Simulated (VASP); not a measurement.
Ni, 1 atom in the cell. The structure is cubic, space group Fm-3m (No. 225). Conventional cell: a = 3.427 Å, b = 3.427 Å, c = 3.427 Å, α = 90.00°, β = 90.00°, γ = 90.00°. Ni (site symmetry m-3m) has 12 Ni at 2.42 Å within 3.2 Å.  This cell differs from its parent crystal: volume scaled by 0.92.

| Item | Value |
| --- | --- |
| Program | VASP 6.6.1 |
| Task | single point |
| Functional | LDA |
| Potentials or basis | VASP PAW LDA potentials, release 64 (Ni) |
| Cutoff | 520 eV |
| k mesh | 16 × 16 × 16 |
| Occupations | fermi-dirac, width 0.1 eV |
| Spin | collinear spin, ferromagnetic start |
| Starting moments | [1.5] μB |
| Dipole correction | no |
| Further INCAR settings | ALGO = Normal; EDIFF = 1e-07; NBANDS = 15 |

Potentials or basis: VASP PAW LDA potentials, release 64 (Ni).

Run with:

```bash
$ cat potpaw_LDA.64/Ni/POTCAR > POTCAR
$ mpirun -np 1 vasp_std > vasp.out
```

Hardware: 1 thread of Intel(R) Xeon(R) Platinum 8259CL CPU @ 2.50GHz (Skylake/Cascade Lake), on a shared host.

Question: Estimate the wall time of this run.

Answer: Run time: 36 s on 1 thread of Intel(R) Xeon(R) Platinum 8259CL CPU @ 2.50GHz (Skylake/Cascade Lake) (shared host), peak memory 0.14 GiB. Counts: scf iterations 14, k points 145.
